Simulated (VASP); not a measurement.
# GaAs (F-43m) in VASP: further runs, part 2 of 2

VASP 6.6.1. The steps go on from the part before.

## Step 4: Electric field gradients, LDA (volume scaled by 0.98)

INCAR

```
PREC = Accurate ; ENCUT = 520
EDIFF = 1E-8 ; ISMEAR = -1
SIGMA = 0.05 ; LREAL = False
LASPH = True ; NELM = 100
ALGO = Normal ; ISIF = 2
LWAVE = False ; LCHARG = False
GGA = CA ; LEFG = True
NBANDS = 16
```

KPOINTS

```
Automatic mesh
0
Gamma
  11 11 11
```

POSCAR

```
GaAs
1.0
    0.0000000000      2.8078772807      2.8078772807
    2.8078772807      0.0000000000      2.8078772807
    2.8078772807      2.8078772807      0.0000000000
Ga As
1 1
Direct
    0.0000000000      0.0000000000      0.0000000000
    0.7500000000      0.7500000000      0.7500000000
```

Potentials or basis: VASP PAW LDA potentials, release 64 (Ga_d, As).

Command:

```
cat potpaw_LDA.64/Ga_d/POTCAR potpaw_LDA.64/As/POTCAR > POTCAR
mpirun -np 1 vasp_std > vasp.out
```

OUTCAR:

```text
PREC = Accurate
   ENCUT = 520
   EDIFF = 1E-8
   ISMEAR = -1
   LREAL = False
   LASPH = True
   NELM = 100
   ISIF = 2
   GGA = CA

 ion  position               nearest neighbor table
   1  0.000  0.000  0.000-   2 2.43   2 2.43   2 2.43   2 2.43
   2  0.750  0.750  0.750-   1 2.43   1 2.43   1 2.43   1 2.43

  LATTYP: Found a face centered cubic cell.
 ALAT       =     5.6157545614

  Lattice vectors:

 A1 = (   0.0000000000,   2.8078772807,   2.8078772807)
 A2 = (   2.8078772807,   0.0000000000,   2.8078772807)
[... 667 lines left out ...]
  FREE ENERGIE OF THE ION-ELECTRON SYSTEM (eV)
  ---------------------------------------------------
  free  energy   TOTEN  =        -9.6418133613 eV

  energy  without entropy=       -9.6417972795  energy(sigma->0) =       -9.64180532

 Electric field gradients (V/A^2)
---------------------------------------------------------------------
 ion       V_xx      V_yy      V_zz      V_xy      V_xz      V_yz
---------------------------------------------------------------------
   1      -0.000    -0.000    -0.000    -0.003    -0.003    -0.003
   2       0.000     0.000     0.000     0.000     0.000     0.000
---------------------------------------------------------------------

 Electric field gradients after diagonalization (V/A^2)
 (convention: |V_zz| > |V_xx| > |V_yy|)
----------------------------------------------------------------------
 ion       V_xx      V_yy      V_zz     asymmetry (V_yy - V_xx)/ V_zz
----------------------------------------------------------------------
   1       0.003     0.003    -0.007       0.000
   2      -0.000    -0.000     0.000       0.000
----------------------------------------------------------------------

           NMR quadrupolar parameters

 Cq : quadrupolar parameter    Cq=e*Q*V_zz/h
 eta: asymmetry parameters     (V_yy - V_xx)/ V_zz
 Q  : nuclear electric quadrupole moment in mb (millibarn)
----------------------------------------------------------------------
 ion       Cq(MHz)       eta       Q (mb)
----------------------------------------------------------------------
   1      -0.000       0.000       1.000
   2       0.000       0.000       1.000
----------------------------------------------------------------------
```

stdout:

```text
POSCAR found type information on POSCAR GaAs
 POSCAR found :  2 types and       2 ions
 scaLAPACK will be used
 LDA part: xc-table for (Slater(with rela. corr.)+CA(PZ))
 , standard interpolation
 POSCAR, INCAR and KPOINTS ok, starting setup
 FFT: planning ... GRIDC
 FFT: planning ... GRID_SOFT
 FFT: planning ... GRID
 WAVECAR not read
 entering main loop
ion   1

ion   2
```

Run time: 77 s. Hardware: 1 thread of AMD EPYC 7R13, shared host; peak memory 0.14 GiB.

Results:

| Quantity | Value |
| --- | --- |
| Free energy | -9.6418 eV |
| Pressure | -0.2 GPa |
| Band gap on the k mesh | 0.48 eV, direct |

Levels at points of the mesh, in eV from the valence-band top:
```tsv
k point	band 6	band 7	band 8	band 9	band 10	band 11	band 12	band 13
(0.00, 0.00, 0.00)	-12.91	0.00	0.00	0.00	0.48	3.68	3.68	3.68
```

Caveat: without QUAD_EFG the Cq values of the log hold for a quadrupole moment of 1 mb, not for the nuclei. A k mesh can miss the band edges.

## Step 5: Electric field gradients, LDA (volume scaled by 0.98)

INCAR

```
SYSTEM = GaAs
ALGO = Normal
EDIFF = 1E-8
ENCUT = 520
GGA = CA
ISIF = 2
ISMEAR = -1
LASPH = .True.
LCHARG = .False.
LEFG = .True.
LREAL = .False.
LWAVE = .False.
NBANDS = 16
NELM = 60
PREC = Accurate
SIGMA = 0.05
```

KPOINTS

```
k-points
0
Gamma
  11 11 11
  0 0 0
```

POSCAR is that of step 4.

Potentials or basis: VASP PAW LDA potentials, release 64 (Ga_d, As).

Command:

```
cat potpaw_LDA.64/Ga_d/POTCAR potpaw_LDA.64/As/POTCAR > POTCAR
mpirun -np 1 vasp_std > vasp.out
```

OUTCAR:

```text
SYSTEM = GaAs
   EDIFF = 1E-8
   ENCUT = 520
   GGA = CA
   ISIF = 2
   ISMEAR = -1
   LASPH = .True.
   LREAL = .False.
   NELM = 60
   PREC = Accurate

 ion  position               nearest neighbor table
   1  0.000  0.000  0.000-   2 2.43   2 2.43   2 2.43   2 2.43
   2  0.750  0.750  0.750-   1 2.43   1 2.43   1 2.43   1 2.43

  LATTYP: Found a face centered cubic cell.
 ALAT       =     5.6157545614

  Lattice vectors:

 A1 = (   0.0000000000,   2.8078772807,   2.8078772807)
 A2 = (   2.8078772807,   0.0000000000,   2.8078772807)
[... 668 lines left out ...]
  ---------------------------------------------------
  free  energy   TOTEN  =        -9.6418133613 eV

  energy  without entropy=       -9.6417972795  energy(sigma->0) =       -9.64180532

 Electric field gradients (V/A^2)
---------------------------------------------------------------------
 ion       V_xx      V_yy      V_zz      V_xy      V_xz      V_yz
---------------------------------------------------------------------
   1      -0.000    -0.000    -0.000    -0.003    -0.003    -0.003
   2       0.000     0.000     0.000     0.000     0.000     0.000
---------------------------------------------------------------------

 Electric field gradients after diagonalization (V/A^2)
 (convention: |V_zz| > |V_xx| > |V_yy|)
----------------------------------------------------------------------
 ion       V_xx      V_yy      V_zz     asymmetry (V_yy - V_xx)/ V_zz
----------------------------------------------------------------------
   1       0.003     0.003    -0.007       0.000
   2      -0.000    -0.000     0.000       0.000
----------------------------------------------------------------------

           NMR quadrupolar parameters

 Cq : quadrupolar parameter    Cq=e*Q*V_zz/h
 eta: asymmetry parameters     (V_yy - V_xx)/ V_zz
 Q  : nuclear electric quadrupole moment in mb (millibarn)
----------------------------------------------------------------------
 ion       Cq(MHz)       eta       Q (mb)
----------------------------------------------------------------------
   1      -0.000       0.000       1.000
   2       0.000       0.000       1.000
----------------------------------------------------------------------
```

Wall time 87 s (1 thread of AMD EPYC 7R13, shared host); peak memory 0.14 GiB.

What came out:

```yaml
Free_energy: -9.6418 eV
Pressure: -0.2 GPa
Band_gap_on_the_k_mesh: 0.48 eV, direct
```

Caveat: without QUAD_EFG the Cq values of the log hold for a quadrupole moment of 1 mb, not for the nuclei.

## Step 6: Electric field gradients, LDA (volume scaled by 1.01)

INCAR

```
SYSTEM = GaAs
  PREC = Accurate
  ENCUT = 520
  EDIFF = 1E-8
  ISMEAR = -1
  SIGMA = 0.05
  LREAL = .FALSE.
  LASPH = .TRUE.
  NELM = 100
  ALGO = Normal
  ISIF = 2
  LWAVE = .FALSE.
  LCHARG = .FALSE.
  LEFG = .TRUE.
  NBANDS = 16
```

KPOINTS

```
regular mesh
0
G
  11 11 11
  0 0 0
```

POSCAR

```
GaAs
1.0
    0.0000000000      2.8362415972      2.8362415972
    2.8362415972      0.0000000000      2.8362415972
    2.8362415972      2.8362415972      0.0000000000
Ga As
1 1
Direct
    0.0000000000      0.0000000000      0.0000000000
    0.7500000000      0.7500000000      0.7500000000
```

Potentials or basis: VASP PAW LDA potentials, release 64 (Ga_d, As).

Command:

```
cat potpaw_LDA.64/Ga_d/POTCAR potpaw_LDA.64/As/POTCAR > POTCAR
mpirun -np 1 vasp_std > vasp.out
```

OUTCAR:

```text
SYSTEM = GaAs
   PREC = Accurate
   ENCUT = 520
   EDIFF = 1E-8
   ISMEAR = -1
   LREAL = .FALSE.
   LASPH = .TRUE.
   NELM = 100
   ISIF = 2

 ion  position               nearest neighbor table
   1  0.000  0.000  0.000-   2 2.46   2 2.46   2 2.46   2 2.46
   2  0.750  0.750  0.750-   1 2.46   1 2.46   1 2.46   1 2.46

  LATTYP: Found a face centered cubic cell.
 ALAT       =     5.6724831944

  Lattice vectors:

 A1 = (   0.0000000000,   2.8362415972,   2.8362415972)
 A2 = (   2.8362415972,   0.0000000000,   2.8362415972)
 A3 = (   2.8362415972,   2.8362415972,   0.0000000000)
[... 668 lines left out ...]
  free  energy   TOTEN  =        -9.6313520601 eV

  energy  without entropy=       -9.6312563765  energy(sigma->0) =       -9.63130422

 Electric field gradients (V/A^2)
---------------------------------------------------------------------
 ion       V_xx      V_yy      V_zz      V_xy      V_xz      V_yz
---------------------------------------------------------------------
   1      -0.000     0.000    -0.000    -0.003    -0.003    -0.003
   2       0.000     0.000     0.000     0.000     0.000     0.000
---------------------------------------------------------------------

 Electric field gradients after diagonalization (V/A^2)
 (convention: |V_zz| > |V_xx| > |V_yy|)
----------------------------------------------------------------------
 ion       V_xx      V_yy      V_zz     asymmetry (V_yy - V_xx)/ V_zz
----------------------------------------------------------------------
   1       0.003     0.003    -0.005       0.000
   2      -0.000    -0.000     0.000       0.000
----------------------------------------------------------------------

           NMR quadrupolar parameters

 Cq : quadrupolar parameter    Cq=e*Q*V_zz/h
 eta: asymmetry parameters     (V_yy - V_xx)/ V_zz
 Q  : nuclear electric quadrupole moment in mb (millibarn)
----------------------------------------------------------------------
 ion       Cq(MHz)       eta       Q (mb)
----------------------------------------------------------------------
   1      -0.000       0.000       1.000
   2       0.000       0.000       1.000
----------------------------------------------------------------------
```

OSZICAR:

```text
N       E                     dE             d eps       ncg     rms          rms(c)
DAV:   1     0.826369851742E+02    0.82637E+02   -0.90065E+03  1832   0.154E+03
DAV:   2    -0.297253558645E+01   -0.85610E+02   -0.81843E+02  2080   0.312E+02
DAV:   3    -0.974623259401E+01   -0.67737E+01   -0.67513E+01  2168   0.671E+01
DAV:   4    -0.985162577517E+01   -0.10539E+00   -0.10538E+00  2192   0.930E+00
DAV:   5    -0.985316774098E+01   -0.15420E-02   -0.15419E-02  2216   0.102E+00    0.295E+00
DAV:   6    -0.967368093948E+01    0.17949E+00   -0.21484E-01  2808   0.798E+00    0.172E+00
DAV:   7    -0.963463675989E+01    0.39044E-01   -0.59603E-02  2544   0.178E+00    0.519E-01
DAV:   8    -0.963136173751E+01    0.32750E-02   -0.85296E-03  2216   0.101E+00    0.986E-02
DAV:   9    -0.963134074880E+01    0.20989E-04   -0.66037E-04  2232   0.325E-01    0.416E-02
DAV:  10    -0.963134723156E+01   -0.64828E-05   -0.38577E-05  2664   0.611E-02    0.218E-02
DAV:  11    -0.963135218189E+01   -0.49503E-05   -0.67996E-06  2096   0.402E-02    0.235E-03
DAV:  12    -0.963135205871E+01    0.12318E-06   -0.50300E-07  2496   0.102E-02    0.190E-03
DAV:  13    -0.963135206013E+01   -0.14129E-08   -0.77262E-08  2328   0.207E-03
   1 F= -.96313521E+01 E0= -.96313042E+01  d E =-.956836E-04
```

stdout:

```text
POSCAR found type information on POSCAR GaAs
 POSCAR found :  2 types and       2 ions
 scaLAPACK will be used
 LDA part: xc-table for (Slater(with rela. corr.)+CA(PZ))
 , standard interpolation
 POSCAR, INCAR and KPOINTS ok, starting setup
 FFT: planning ... GRIDC
 FFT: planning ... GRID_SOFT
 FFT: planning ... GRID
 WAVECAR not read
 entering main loop
ion   1

ion   2
```

Wall time 81 s (1 thread of AMD EPYC 7R13, shared host); peak memory 0.15 GiB.

What came out:

* Free energy: -9.6314 eV
* Pressure: -2.2 GPa
* Band gap on the k mesh: 0.26 eV, direct

Caveat: without QUAD_EFG the Cq values of the log hold for a quadrupole moment of 1 mb, not for the nuclei.

## Step 7: The runs side by side

```csv
cell,gap on the mesh (eV),pressure (GPa)
"a = 3.916 Å, angles 60.0°, 2 atoms",0.81,3.2
"a = 3.971 Å, angles 60.0°, 2 atoms",0.48,-0.2
"a = 4.011 Å, angles 60.0°, 2 atoms",0.26,-2.2
```

Alike in all rows: task electric field gradients; level LDA; potentials or basis VASP PAW LDA potentials, release 64 (Ga_d, As); no spin polarisation; k mesh 11 × 11 × 11; cutoff (eV) 520; smearing fermi-dirac 0.05 eV.

Absolute energies hang on the potentials; compare differences alone.
